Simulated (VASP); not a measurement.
# MoP (P-6m2) in VASP: notebook

The runs below take MoP through relaxation of shape and atoms at fixed volume, with r2SCAN.

Program: VASP 6.6.1. These are calculated values, not measurements. Logs are shortened: lines on timing, memory, paths and dates and some standing lists are left out, and cuts for length are marked.

## Step 1: The cell of the first run

The structure is hexagonal, space group P-6m2 (No. 187). The conventional cell has a = 3.202 Å, b = 3.202 Å, c = 3.150 Å, α = 90.00°, β = 90.00°, γ = 120.00°. Within 3.3 Å of Mo (site symmetry -6m2) lie 6 P at 2.43 Å and 8 Mo at 3.15 to 3.20 Å. Within 3.3 Å of P (site symmetry -6m2) lie 6 Mo at 2.43 Å and 8 P at 3.15 to 3.20 Å.

## Step 2: Relaxation of shape and atoms at fixed volume, r2SCAN (13.98 Å³/atom)

POSCAR

```
MoP
1.0
    3.2021781021      0.0000000000      0.0000000000
   -1.6010890511      2.7731675839      0.0000000000
    0.0000000000      0.0000000000      3.1496546745
Mo P
1 1
Direct
    0.0000000000      0.0000000000      0.0000000000
    0.3333333333      0.6666666667      0.5000000000
```

INCAR.step1

```
ALGO = Normal
EDIFF = 1E-5
EDIFFG = -0.005
ENCUT = 550
GGA = PE
GGA_COMPAT = False
IBRION = 2
ISIF = 3
ISMEAR = 0
LASPH = True
LCHARG = False
LREAL = False
LWAVE = True
NELM = 120
NELMIN = 4
NSW = 100
PREC = Accurate
SIGMA = 0.1
```

INCAR.step2

```
ALGO = Normal
EDIFF = 1E-7
EDIFFG = -0.01
ENCUT = 550
GGA_COMPAT = False
IBRION = 2
ISIF = 4
ISMEAR = 0
ISTART = 1
LASPH = True
LCHARG = False
LMIXTAU = True
LREAL = False
LWAVE = False
METAGGA = R2SCAN
NELM = 120
NELMIN = 4
NSW = 50
PREC = Accurate
SIGMA = 0.1
```

KPOINTS

```
k-points
0
Gamma
  18 18 14
```

Potentials or basis: VASP PAW PBE potentials, release 64 (Mo_sv, P).

On the command line:

```
cat potpaw_PBE.64/Mo_sv/POTCAR potpaw_PBE.64/P/POTCAR > POTCAR
cp INCAR.step1 INCAR
mpirun -np 1 vasp_std > vasp.out
cp INCAR.step2 INCAR
mpirun -np 1 vasp_std > vasp.out
```

OUTCAR:

```text
EDIFF = 1E-7
   EDIFFG = -0.01
   ENCUT = 550
   IBRION = 2
   ISIF = 4
   ISMEAR = 0
   ISTART = 1
   LASPH = True
   LREAL = False
   METAGGA = R2SCAN
   NELM = 120
   NELMIN = 4
   NSW = 50
   PREC = Accurate

 ion  position               nearest neighbor table
   1  0.000  0.000  0.000-   2 2.43   2 2.43   2 2.43   2 2.43   2 2.43   2 2.43
   2  0.333  0.667  0.500-   1 2.43   1 2.43   1 2.43   1 2.43   1 2.43   1 2.43

  LATTYP: Found a hexagonal cell.
 ALAT       =     3.2021781021
 C/A-ratio  =     0.9835975933

  Lattice vectors:

 A1 = (   3.2021781021,   0.0000000000,   0.0000000000)
 A2 = (  -1.6010890511,   2.7731675839,   0.0000000000)
 A3 = (   0.0000000000,   0.0000000000,   3.1496546745)

Analysis of symmetry for initial positions (statically):
=====================================================================
 Subroutine PRICEL returns:
 Original cell was already a primitive cell.

 Routine SETGRP: Setting up the symmetry group for a
 hexagonal supercell.

 Subroutine GETGRP returns: Found 12 space group operations
 (whereof 12 operations were pure point group operations)
 out of a pool of 24 trial point group operations.

The static configuration has the point symmetry D_3h.

Analysis of symmetry for dynamics (positions and initial velocities):
=====================================================================
 Subroutine PRICEL returns:
 Original cell was already a primitive cell.

 Routine SETGRP: Setting up the symmetry group for a
 hexagonal supercell.

 Subroutine GETGRP returns: Found 12 space group operations
 (whereof 12 operations were pure point group operations)
 out of a pool of 24 trial point group operations.

The dynamic configuration has the point symmetry D_3h.

 Subroutine INISYM returns: Found 12 space group operations
 (whereof 12 operations are pure point group operations),
 and found     1 'primitive' translations

----------------------------------------------------------------------------------------

                                     Primitive cell

  volume of cell :      27.9695

  direct lattice vectors                    reciprocal lattice vectors
     3.202178102  0.000000000  0.000000000     0.312287439  0.180299237  0.000000000
    -1.601089051  2.773167584  0.000000000     0.000000000  0.360598474  0.000000000
     0.000000000  0.000000000  3.149654674     0.000000000  0.000000000  0.317495124

  length of vectors
     3.202178102  3.202178102  3.149654674     0.360598474  0.360598474  0.317495124

  position of ions in fractional coordinates (direct lattice)
     0.000000000  0.000000000  0.000000000
     0.333333333  0.666666667  0.500000000

  ion indices of the primitive-cell ions
   primitive index   ion index
                 1           1
                 2           2

----------------------------------------------------------------------------------------

 KPOINTS: k-points

Automatic generation of k-mesh.
 Grid dimensions read from file:
 generate k-points for:   18   18   14

 Generating k-lattice:

  Cartesian coordinates                     Fractional coordinates (reciprocal lattice)
     0.017349302  0.010016624  0.000000000     0.055555556  0.000000000  0.000000000
     0.000000000  0.020033249  0.000000000     0.000000000  0.055555556  0.000000000
     0.000000000  0.000000000  0.022678223     0.000000000  0.000000000  0.071428571

  Length of vectors
     0.020033249  0.020033249  0.022678223

  Shift w.r.t. Gamma in fractional coordinates (k-lattice)
     0.000000000  0.000000000  0.000000000

 Subroutine IBZKPT returns following result:
 ===========================================

 Found    296 irreducible k-points:

 Following reciprocal coordinates:
            Coordinates               Weight
  0.000000  0.000000  0.000000      1.000000
  0.055556  0.000000  0.000000      6.000000
  0.111111  0.000000  0.000000      6.000000
  0.166667  0.000000  0.000000      6.000000
  0.222222  0.000000  0.000000      6.000000
  0.277778  0.000000  0.000000      6.000000
[... 16 lines left out ...]
  0.333333  0.111111  0.000000     12.000000
  0.388889  0.111111  0.000000     12.000000
 [... further k-points ...]
   k-points           NKPTS =    296   k-points in BZ     NKDIM =    296   number of bands    NBANDS=     13
   number of dos      NEDOS =    301   number of ions     NIONS =      2
   total plane-waves  NPLWV =  13824
   dimension x,y,z NGX =    24 NGY =   24 NGZ =   24
   dimension x,y,z NGXF=    48 NGYF=   48 NGZF=   48
   ions per type =               1   1
   NGX,Y,Z   is equivalent  to a cutoff of  12.46, 12.46, 12.67 a.u.
   NGXF,Y,Z  is equivalent  to a cutoff of  24.92, 24.92, 25.34 a.u.
 SYSTEM =  unknown system
   PREC   = accura    normal or accurate (medium, high low for compatibility)
   ISTART =      1    job   : 0-new  1-cont  2-samecut
   ICHARG =      0    charge: 1-file 2-atom 10-const
   ISPIN  =      1    spin polarized calculation?
   LNONCOLLINEAR =      F non collinear calculations
   LSORBIT =      F    spin-orbit coupling
   LASPH  =      T    aspherical Exc in radial PAW
   ENCUT  =  550.0 eV  40.42 Ry    6.36 a.u.   6.12  6.12  6.02*2*pi/ulx,y,z
   NELM   =    120;   NELMIN=  4; NELMDL=  0     # of ELM steps
   EDIFF  = 0.1E-06   stopping-criterion for ELM
   LREAL  =      F    real-space projection
   EDIFFG = -.1E-01   stopping-criterion for IOM
   NSW    =     50    number of steps for IOM
   IBRION =      2    ionic relax: 0-MD 1-quasi-New 2-CG
   NFREE  =      1    steps in history (QN), initial steepest desc. (CG)
   ISIF   =      4    stress and relaxation
   ISYM   =      2    0-nonsym 1-usesym 2-fastsym
   POTIM  = 0.5000    time-step for ionic-motion
   TEBEG  =    0.0;   TEEND  =   0.0 temperature during run
   PSTRESS=    0.0 pullay stress
   NELECT =      19.0000    total number of electrons
   NUPDOWN=      -1.0000    fix difference up-down
   EMIN   =  10.00;   EMAX   =-10.00  energy-range for DOS
   EFERMI =   0.00;   METHOD = LEGACY
   ISMEAR =     0;   SIGMA  =   0.10  broadening in eV -4-tet -1-fermi 0-gaus
   EFERMI_NEDOS =   21; number of points for ismear=-14 and -15
   IALGO  =     38    algorithm
   IMIX   =      4    mixing-type and parameters
     AMIX     =   0.40;   BMIX     =  1.00
     AMIX_MAG =   1.60;   BMIX_MAG =  1.00
  volume/ion in A,a.u.               =      13.98        94.37
  Fermi-wavevector in a.u.,A,eV,Ry     =   1.439123  2.719548 28.178678  2.071074
  Thomas-Fermi vector in A             =   2.558013
   LORBIT       =      0    0 simple, 1 ext, 2 COOP (PROOUT), +10 PAW based schemes
   METAGGA = R2SCAN    functional components
   LHFCALC =     F    Hartree Fock is set to
   AEXX    =    0.0000 exact exchange contribution
   IVDW    =     0    specifies the selected vdW correction
   LEPSILON=     F    determine dielectric tensor
   LRPA    =     F    only Hartree local field effects (RPA)
 conjugate gradient relaxation of ions
 non-spin polarized calculation
 Gauss-broadening in eV      SIGMA  =   0.10
  energy-cutoff  :      550.00
  volume of cell :       27.97
 maximum number of plane-waves:       846
   NGX = 13   NGY = 13   NGZ = 13

--------------------------------------- Ionic step        1  -------------------------------------------

 number of electron      18.9999998 magnetization

 Free energy of the ion-electron system (eV)
  ---------------------------------------------------
  ext. energy  EPLUGINS =         0.00000000
  ---------------------------------------------------
  free energy    TOTEN  =       -36.44147330 eV

  energy without entropy =      -36.43732627  energy(sigma->0) =      -36.43939978

------------------------ aborting loop because EDIFF is reached ----------------------------------------

  FORCE on cell =-STRESS in cart. coord.  units (eV):
  Direction    XX          YY          ZZ          XY          YZ          ZX
  --------------------------------------------------------------------------------------
  -------------------------------------------------------------------------------------
  Total        1.2634088      1.2634088      1.6048611     -0.0000000      0.0000000      0.0000000
  in kB       72.3718939     72.3718939     91.9313215     -0.0000000      0.0000000      0.0000000
  external PRESSURE =      78.8917031 kB  Pullay stress =       0.0000000 kB
[... 57 lines left out ...]
  energy  without entropy=      -36.4380526149  energy(sigma->0) =      -36.44007494

--------------------------------------- Ionic step        3  -------------------------------------------

 number of electron      18.9999998 magnetization

 Free energy of the ion-electron system (eV)
  ---------------------------------------------------
  ext. energy  EPLUGINS =         0.00000000
  ---------------------------------------------------
  free energy    TOTEN  =       -36.44217488 eV

  energy without entropy =      -36.43809958  energy(sigma->0) =      -36.44013723

 E-fermi :  12.3016     XC(G=0): -13.6803

 val. band max:       12.2979988693   @ k =   0.2778   0.1111   0.2143
 cond. band min:      12.3068217747   @ k =   0.3333   0.2778   0.0714
 fundamental gap:      0.0088229054
 Fermi energy:        12.3015619602

 k-point     1 :       0.0000    0.0000    0.0000
  band No.  band energies     occupation
      1     -50.7975      2.00000
      2     -24.2261      2.00000
      3     -24.0126      2.00000
      4     -24.0126      2.00000
      5      -2.5008      2.00000
      6       7.8766      2.00000
      7       8.7295      2.00000
      8       8.7295      2.00000
      9      11.5422      2.00000
     10      12.5931      0.00004
     11      12.5931      0.00004
     12      16.8036      0.00000
     13      16.8036      0.00000
[... 353 lines left out ...]
 k-point    24 :       0.3889    0.1111    0.0000
  band No.  band energies     occupation
      1     -50.7556      2.00000
      2     -24.3993      2.00000
      3     -24.1687      2.00000
      4     -24.1344      2.00000
      5       0.3230      2.00000
      6       4.8294      2.00000
      7       8.1005      2.00000
      8       8.1053      2.00000
      9      10.9618      2.00000
     10      11.5083      2.00000
     11      13.8070      0.00000
     12      14.7766      0.00000
     13      17.8417      0.00000

 [... further k-points ...]
[... 5 lines left out ...]
  --------------------------------------------------------------------------------------
  -------------------------------------------------------------------------------------
  Total        1.3315737      1.3315737      1.3315396     -0.0000000      0.0000000      0.0000000
  in kB       76.2765854     76.2765854     76.2746327     -0.0000000      0.0000000      0.0000000
  external PRESSURE =      76.2759345 kB  Pullay stress =       0.0000000 kB
[... 17 lines left out ...]
  FREE ENERGIE OF THE ION-ELECTRON SYSTEM (eV)
  ---------------------------------------------------
  free  energy   TOTEN  =       -36.4421748764 eV

  energy  without entropy=      -36.4380995795  energy(sigma->0) =      -36.44013723

 reached required accuracy - stopping structural energy minimisation
```

Wall time 5.9 min (1 thread of Intel Xeon 6975P-C (Granite Rapids), shared host); peak memory 0.25 GiB.

What came out:

```yaml
Free_energy: -36.4422 eV
Energy_gained_by_relaxing: 0.4 meV/atom
Ionic_steps: 3
Pressure_after_relaxing: 7.6 GPa
Band_gap_on_the_k_mesh: zero (an odd number of electrons rules out a gap without spin polarisation)
```

Step by step:
| step | energy change (eV) | largest force (eV/Å) | pressure (GPa) | volume (Å³) |
| --- | --- | --- | --- | --- |
| 1 | 0.0000 | 0.0000 | 7.89 | 27.97 |
| 2 | -0.0006 | 0.0000 | 7.54 | 27.97 |
| 3 | -0.0007 | 0.0000 | 7.63 | 27.97 |

Final structure:
```yaml
crystal:
  lattice:
    - [3.19559, 0.00000, 0.00000]
    - [-1.59779, 2.76746, 0.00000]
    - [0.00000, 0.00000, 3.16266]
  atoms:
    - { symbol: Mo, position: [0.00000, 0.00000, 0.00000] }
    - { symbol: P, position: [0.33333, 0.66667, 0.50000] }
```

Levels at points of the mesh, in eV from the Fermi level:
```tsv
k point	band 6	band 7	band 8	band 9	band 10	band 11	band 12	band 13
(0.00, 0.00, 0.00)	-4.42	-3.57	-3.57	-0.76	0.29	0.29	4.50	4.50
(0.50, 0.00, 0.00)	-7.72	-4.30	-3.96	-1.39	-0.48	1.94	2.71	5.02
(0.00, 0.00, 0.50)	-8.40	-2.98	-2.98	-1.79	-1.79	1.62	3.17	3.17
(0.50, 0.00, 0.50)	-6.60	-5.61	-4.82	-1.12	1.62	2.19	3.99	5.61
```

Caveat: the PAW data sets were made with another functional, which shifts forces and pressure a little.

## Step 3: Relaxation of shape and atoms at fixed volume, r2SCAN (14.85 Å³/atom)

This run uses another cell than the first one, of 14.85 Å³/atom.

POSCAR

```
MoP
1.0
    3.2668860027      0.0000000000      0.0000000000
   -1.6334430013      2.8292062696      0.0000000000
    0.0000000000      0.0000000000      3.2133012097
Mo P
1 1
Direct
    0.0000000000      0.0000000000      0.0000000000
    0.3333333333      0.6666666667      0.5000000000
```

INCAR.step1

```
SYSTEM = MoP
  ALGO = Normal
  EDIFF = 1E-5
  EDIFFG = -0.005
  ENCUT = 550
  GGA = PE
  GGA_COMPAT = .False.
  IBRION = 2
  ISIF = 3
  ISMEAR = 0
  LASPH = .True.
  LCHARG = .False.
  LREAL = .False.
  LWAVE = .True.
  NELM = 120
  NELMIN = 4
  NSW = 100
  PREC = Accurate
  SIGMA = 0.1
```

INCAR.step2

```
SYSTEM = MoP
  ALGO = Normal
  EDIFF = 1E-7
  EDIFFG = -0.01
  ENCUT = 550
  GGA_COMPAT = .False.
  IBRION = 2
  ISIF = 4
  ISMEAR = 0
  ISTART = 1
  LASPH = .True.
  LCHARG = .False.
  LMIXTAU = .True.
  LREAL = .False.
  LWAVE = .False.
  METAGGA = R2SCAN
  NELM = 120
  NELMIN = 4
  NSW = 50
  PREC = Accurate
  SIGMA = 0.1
```

KPOINTS

```
k-points
0
Gamma
  18 18 14
  0 0 0
```

Potentials or basis: VASP PAW PBE potentials, release 64 (Mo_sv, P).

On the command line:

```
cat potpaw_PBE.64/Mo_sv/POTCAR potpaw_PBE.64/P/POTCAR > POTCAR
cp INCAR.step1 INCAR
mpirun -np 1 vasp_std > vasp.out
cp INCAR.step2 INCAR
mpirun -np 1 vasp_std > vasp.out
```

Wall time 16 min (1 thread of Intel Xeon Platinum 8488C (Sapphire Rapids), shared host); peak memory 0.27 GiB.

The run converged. Its results:

```yaml
Free_energy: -36.4477 eV
Energy_gained_by_relaxing: 0.3 meV/atom
Ionic_steps: 3
Pressure_after_relaxing: -6.0 GPa
Band_gap_on_the_k_mesh: zero (an odd number of electrons rules out a gap without spin polarisation)
```

Step by step:
```csv
step,energy change (eV),largest force (eV/Å),pressure (GPa),volume (Å³)
1,0.0000,0.0000,-6.21,29.70
2,-0.0005,0.0000,-5.95,29.70
3,-0.0006,0.0000,-6.00,29.70
```

Final structure:
```
Mo P
1.0
     3.27306    0.00000    0.00000
    -1.63653    2.83455    0.00000
     0.00000    0.00000    3.20119
Mo P
1 1
Direct
  0.00000 0.00000 0.00000
  0.33333 0.66667 0.50000
```

Levels at points of the mesh, in eV from the Fermi level:
```csv
k point,band 7,band 8,band 9,band 10,band 11,band 12,band 13
"(0.00, 0.00, 0.00)",-3.42,-3.42,-0.67,0.28,0.28,4.21,4.21
"(0.50, 0.00, 0.00)",-3.94,-3.60,-1.46,-0.39,1.75,2.37,4.83
"(0.00, 0.00, 0.50)",-2.88,-2.88,-1.63,-1.63,1.62,3.01,3.01
"(0.50, 0.00, 0.50)",-5.35,-4.59,-1.03,1.43,2.06,3.65,5.21
```

Caveat: the PAW data sets were made with another functional, which shifts forces and pressure a little.
